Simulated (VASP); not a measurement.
# Sn (Fd-3m) in VASP: further runs

Aim: see how the results for Sn move with the level of theory and the settings. Levels: PBE, RPBE+D3(BJ), RPBE. Tasks: single point, relaxation of cell and atoms.

Everything below comes from runs of VASP 6.6.1. Logs are shortened: lines on timing, memory, paths and dates and some standing lists are left out, and cuts for length are marked.

## 1. The cell of the first run

It takes space group Fd-3m (No. 227, cubic). Conventional cell: a = 6.467 Å, b = 6.467 Å, c = 6.467 Å, α = 90.00°, β = 90.00°, γ = 90.00°. Within 3.7 Å of Sn (site symmetry -43m) lie 4 Sn at 2.80 Å.

## 2. Single point, PBE, non-collinear spin, zero start, spin-orbit coupling

INCAR reads:

```
PREC = Accurate ; ENCUT = 520
EDIFF = 1E-6 ; ISMEAR = -1
SIGMA = 0.05 ; LREAL = F
LASPH = T ; NELM = 150
ALGO = Normal ; ISIF = 2
LWAVE = F ; LCHARG = F
MAGMOM = 0 0 0 0 0 0 ; LORBIT = 11
LSORBIT = T ; GGA_COMPAT = F
LORBMOM = T ; GGA = PE
NBANDS = 40
```

KPOINTS reads:

```
Automatic mesh
0
Gamma
  5 5 5
```

POSCAR reads:

```
Sn
1.0
    0.0000000000      3.2333428000      3.2333428000
    3.2333428000      0.0000000000      3.2333428000
    3.2333428000      3.2333428000      0.0000000000
Sn
2
Direct
    0.7500000000      0.7500000000      0.7500000000
    0.5000000000      0.5000000000      0.5000000000
```

Potentials or basis: VASP PAW PBE potentials, release 64 (Sn_d).

The run is started by

```sh
> cat potpaw_PBE.64/Sn_d/POTCAR > POTCAR
> mpirun -np 1 vasp_ncl > vasp.out
```

OUTCAR:

```text
PREC = Accurate
   ENCUT = 520
   EDIFF = 1E-6
   ISMEAR = -1
   LREAL = F
   LASPH = T
   NELM = 150
   ISIF = 2
   LORBIT = 11
   LSORBIT = T
   GGA = PE

 ion  position               nearest neighbor table
   1  0.750  0.750  0.750-   2 2.80   2 2.80   2 2.80   2 2.80
   2  0.500  0.500  0.500-   1 2.80   1 2.80   1 2.80   1 2.80

  LATTYP: Found a face centered cubic cell.
 ALAT       =     6.4666856000

  Lattice vectors:

 A1 = (   0.0000000000,   3.2333428000,   3.2333428000)
 A2 = (   3.2333428000,   0.0000000000,   3.2333428000)
 A3 = (   3.2333428000,   3.2333428000,   0.0000000000)

Analysis of symmetry for initial positions (statically):
=====================================================================
 Subroutine PRICEL returns:
 Original cell was already a primitive cell.

 Routine SETGRP: Setting up the symmetry group for a
 face centered cubic supercell.

 Subroutine GETGRP returns: Found 48 space group operations
 (whereof 24 operations were pure point group operations)
 out of a pool of 48 trial point group operations.

The static configuration has the point symmetry T_d .
 The point group associated with its full space group is O_h .

Analysis of symmetry for dynamics (positions and initial velocities):
=====================================================================
 Subroutine PRICEL returns:
 Original cell was already a primitive cell.

 Routine SETGRP: Setting up the symmetry group for a
 face centered cubic supercell.

 Subroutine GETGRP returns: Found 48 space group operations
 (whereof 24 operations were pure point group operations)
 out of a pool of 48 trial point group operations.

The dynamic configuration has the point symmetry T_d .
 The point group associated with its full space group is O_h .

Analysis of structural, dynamic, and magnetic symmetry:
=====================================================================
 Subroutine PRICEL returns:
 Original cell was already a primitive cell.

 Routine SETGRP: Setting up the symmetry group for a
 face centered cubic supercell.

 Subroutine GETGRP returns: Found 48 space group operations
 (whereof 24 operations were pure point group operations)
 out of a pool of 48 trial point group operations.

The overall configuration has the point symmetry T_d .
 The point group associated with its full space group is O_h .
[... 595 lines left out ...]
      4.85001      4.85001      4.85001         0.000000      0.000000      0.000000
      3.23334      3.23334      3.23334        -0.000000     -0.000000     -0.000000
 -----------------------------------------------------------------------------------
    total drift:                                0.000000      0.000000      0.000000

  FREE ENERGIE OF THE ION-ELECTRON SYSTEM (eV)
  ---------------------------------------------------
  free  energy   TOTEN  =        -7.6645287544 eV

  energy  without entropy=       -7.6618414372  energy(sigma->0) =       -7.66318510

 orbital moment (x)

 # of ion     p       d       tot
 ----------------------------------------
  1        -0.000  -0.000  -0.000
  2        -0.000  -0.000  -0.000
 ----------------------------------------
           -0.000  -0.000  -0.000

 orbital moment (y)

 # of ion     p       d       tot
 ----------------------------------------
  1        -0.000  -0.000  -0.000
  2        -0.000  -0.000  -0.000
 ----------------------------------------
           -0.000  -0.000  -0.000

 orbital moment (z)

 # of ion     p       d       tot
 ----------------------------------------
  1         0.000  -0.000  -0.000
  2         0.000   0.000   0.000
 ----------------------------------------
            0.000  -0.000  -0.000

 Spin-Orbit-Coupling matrix elements

 Ion:    1  E_soc:     -0.1148637
 l=   1
     0.0000000    -0.0129092    -0.0129092
    -0.0129092     0.0000000    -0.0129092
    -0.0129092    -0.0129092     0.0000000
 l=   2
     0.0000000    -0.0012414     0.0000000    -0.0012414    -0.0049933
    -0.0012414     0.0000000    -0.0037450    -0.0012414    -0.0012483
     0.0000000    -0.0037450     0.0000000    -0.0037450     0.0000000
    -0.0012414    -0.0012414    -0.0037450     0.0000000    -0.0012483
    -0.0049933    -0.0012483     0.0000000    -0.0012483     0.0000000
 l=   3
     0.0000000     0.0000000     0.0000000     0.0000000     0.0000000     0.0000000     0.0000000
     0.0000000     0.0000000     0.0000000     0.0000000     0.0000000     0.0000000     0.0000000
     0.0000000     0.0000000     0.0000000     0.0000000     0.0000000     0.0000000     0.0000000
     0.0000000     0.0000000     0.0000000     0.0000000     0.0000000     0.0000000     0.0000000
     0.0000000     0.0000000     0.0000000     0.0000000     0.0000000     0.0000000     0.0000000
     0.0000000     0.0000000     0.0000000     0.0000000     0.0000000     0.0000000     0.0000000
     0.0000000     0.0000000     0.0000000     0.0000000     0.0000000     0.0000000     0.0000000

 Ion:    2  E_soc:     -0.1148637
 l=   1
     0.0000000    -0.0129092    -0.0129092
    -0.0129092     0.0000000    -0.0129092
    -0.0129092    -0.0129092     0.0000000
 l=   2
     0.0000000    -0.0012414     0.0000000    -0.0012414    -0.0049933
    -0.0012414     0.0000000    -0.0037450    -0.0012414    -0.0012483
     0.0000000    -0.0037450     0.0000000    -0.0037450     0.0000000
    -0.0012414    -0.0012414    -0.0037450     0.0000000    -0.0012483
    -0.0049933    -0.0012483     0.0000000    -0.0012483     0.0000000
 l=   3
     0.0000000     0.0000000     0.0000000     0.0000000     0.0000000     0.0000000     0.0000000
     0.0000000     0.0000000     0.0000000     0.0000000     0.0000000     0.0000000     0.0000000
     0.0000000     0.0000000     0.0000000     0.0000000     0.0000000     0.0000000     0.0000000
     0.0000000     0.0000000     0.0000000     0.0000000     0.0000000     0.0000000     0.0000000
     0.0000000     0.0000000     0.0000000     0.0000000     0.0000000     0.0000000     0.0000000
     0.0000000     0.0000000     0.0000000     0.0000000     0.0000000     0.0000000     0.0000000
     0.0000000     0.0000000     0.0000000     0.0000000     0.0000000     0.0000000     0.0000000

 total charge

# of ion       s       p       d       tot
------------------------------------------
    1        1.157   1.240   9.970  12.367
    2        1.157   1.240   9.970  12.367
--------------------------------------------------
tot          2.315   2.479  19.940  24.734

 magnetization (x)

# of ion       s       p       d       tot
------------------------------------------
    1        0.000  -0.000  -0.000   0.000
    2        0.000  -0.000  -0.000  -0.000
--------------------------------------------------
tot          0.000  -0.000  -0.000  -0.000

 magnetization (y)

# of ion       s       p       d       tot
------------------------------------------
    1        0.000   0.000   0.000   0.000
    2        0.000  -0.000   0.000  -0.000
--------------------------------------------------
tot          0.000  -0.000   0.000  -0.000

 magnetization (z)

# of ion       s       p       d       tot
------------------------------------------
    1        0.000  -0.000  -0.000  -0.000
    2       -0.000  -0.000   0.000  -0.000
--------------------------------------------------
tot         -0.000  -0.000   0.000  -0.000
```

OSZICAR:

```text
N       E                     dE             d eps       ncg     rms          rms(c)
DAV:   1     0.294546707476E+03    0.29455E+03   -0.13929E+04   872   0.206E+03
DAV:   2     0.356958458908E+02   -0.25885E+03   -0.25136E+03   800   0.580E+02
DAV:   3    -0.566485448797E+01   -0.41361E+02   -0.41000E+02   928   0.189E+02
DAV:   4    -0.767036453832E+01   -0.20055E+01   -0.20036E+01   904   0.472E+01
DAV:   5    -0.773057365631E+01   -0.60209E-01   -0.60206E-01  1040   0.829E+00    0.349E+00
DAV:   6    -0.768445612510E+01    0.46118E-01   -0.39293E-02  1104   0.209E+00    0.207E+00
DAV:   7    -0.766161794141E+01    0.22838E-01   -0.35217E-02   896   0.199E+00    0.124E+00
DAV:   8    -0.766300358891E+01   -0.13856E-02   -0.58438E-03  1088   0.596E-01    0.136E-01
DAV:   9    -0.766444367007E+01   -0.14401E-02   -0.20492E-03   840   0.509E-01    0.292E-02
DAV:  10    -0.766448166199E+01   -0.37992E-04   -0.17165E-04   984   0.210E-01    0.192E-02
DAV:  11    -0.766452593346E+01   -0.44271E-04   -0.64555E-05   936   0.466E-02    0.631E-03
DAV:  12    -0.766452809319E+01   -0.21597E-05   -0.33035E-06   784   0.107E-02    0.445E-03
DAV:  13    -0.766452875438E+01   -0.66120E-06   -0.50408E-07   608   0.451E-03
   1 F= -.76645288E+01 E0= -.76631851E+01  d E =-.268732E-02  mag=    -0.0000    -0.0000     0.0000
```

Wall time 3.6 min (1 thread of AMD EPYC 7R13, shared host); peak memory 0.35 GiB.

Results:

| Property | Result |
| --- | --- |
| Free energy | -7.6645 eV |
| Pressure | 3.9 GPa |
| Net moment | 0.00 μB per cell |
| Valence electrons inside the program's atomic spheres | Sn 12.37 |

Moments on the atoms (μB; x, y, z):
```
Sn  0.00 0.00 0.00
Sn  0.00 0.00 0.00
```

## 3. Single point, PBE, non-collinear spin, zero start, spin-orbit coupling

This run uses another cell than the first one, of 37.03 Å³/atom, 1.096 times its volume.

INCAR reads:

```
PREC     = Accurate       # precision mode
ENCUT    = 520            # plane-wave cutoff, eV
EDIFF    = 1E-6           # SCF threshold, eV
ISMEAR   = -1             # smearing method
SIGMA    = 0.05           # smearing width, eV
LREAL    = F              # projectors in reciprocal space
LASPH    = T              # aspherical terms in the spheres
NELM     = 150            # most SCF steps
ALGO     = Normal         # electronic algorithm
ISIF     = 2              # what is computed and relaxed
LWAVE    = F              # write WAVECAR
LCHARG   = F              # write CHGCAR
MAGMOM   = 0 0 0 0 0 0    # initial moments
LORBIT   = 11             # projections on sites
LSORBIT  = T              # spin-orbit coupling
GGA_COMPAT= F            
LORBMOM  = T            
GGA      = PE             # functional
NBANDS   = 40             # bands
```

KPOINTS is that of step 2.

POSCAR reads:

```
Sn
1.0
    0.0000000000      3.3331688843      3.3331688843
    3.3331688843      0.0000000000      3.3331688843
    3.3331688843      3.3331688843      0.0000000000
Sn
2
Direct
    0.7500000000      0.7500000000      0.7500000000
    0.5000000000      0.5000000000      0.5000000000
```

Potentials or basis: VASP PAW PBE potentials, release 64 (Sn_d).

The run is started by

```sh
> cat potpaw_PBE.64/Sn_d/POTCAR > POTCAR
> mpirun -np 1 vasp_ncl > vasp.out
```

Run time: 3.8 min. Hardware: 1 thread of AMD EPYC 7R13, shared host; peak memory 0.35 GiB.

It converged, with:

```
Free energy                                           : -7.7368 eV
Pressure                                              : 0.0 GPa
Net moment                                            : 0.00 μB per cell
Valence electrons inside the program's atomic spheres : Sn 12.28
```

Moments on the atoms (μB; x, y, z):
```
Sn  0.00 0.00 0.00
Sn  0.00 0.00 0.00
```

(Continued in part 2 of 2.)
